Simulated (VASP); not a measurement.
Wanted: the native input for a VASP 6.6.1 run.

| Property | Result |
| --- | --- |
| Task | single point |
| Functional | PBEsol |
| Potentials or basis | VASP PAW PBE potentials, release 64 (Al) |
| Cutoff | 520 eV |
| k mesh | 18 × 18 × 10 |
| Occupations | gaussian, width 0.15 eV |
| Spin | no spin polarisation |
| Dipole correction | no |
| Further INCAR settings | ALGO = Fast; EDIFF = 1e-06; NBANDS = 10 |

The structure of Al lies in POSCAR:

```
Al
1.0
    2.6901000000      0.0000000000      0.0000000000
   -1.3450500000      2.3296949387      0.0000000000
    0.0000000000      0.0000000000      4.8609000000
Al
2
Direct
    0.6666666667      0.3333333333      0.7500000000
    0.3333333333      0.6666666667      0.2500000000
```

One way to write it, as run:

INCAR

```
SYSTEM = Al
ALGO = Fast
EDIFF = 1E-6
ENCUT = 520
GGA = PS
ISIF = 2
ISMEAR = 0
LASPH = .True.
LCHARG = .False.
LREAL = .False.
LWAVE = .False.
NBANDS = 10
NELM = 80
PREC = Accurate
SIGMA = 0.15
```

KPOINTS

```
k-points
0
Gamma
  18 18 10
  0 0 0
```

Potentials or basis: VASP PAW PBE potentials, release 64 (Al).

Run with:

```sh
$ cat potpaw_PBE.64/Al/POTCAR > POTCAR
$ mpirun -np 1 vasp_std > vasp.out
```

Results of the run:

```yaml
Pressure: 7.7 GPa
Band_gap_on_the_k_mesh: zero (band 3 reaches 12.21 eV, above the bottom of band 4 at 5.75 eV)
```

Caveat: the PAW data sets were made with another functional, which shifts forces and pressure a little.

It took 28 s on 1 thread of Intel(R) Xeon(R) Platinum 8559C (Emerald Rapids) (shared host), peak memory 0.17 GiB.
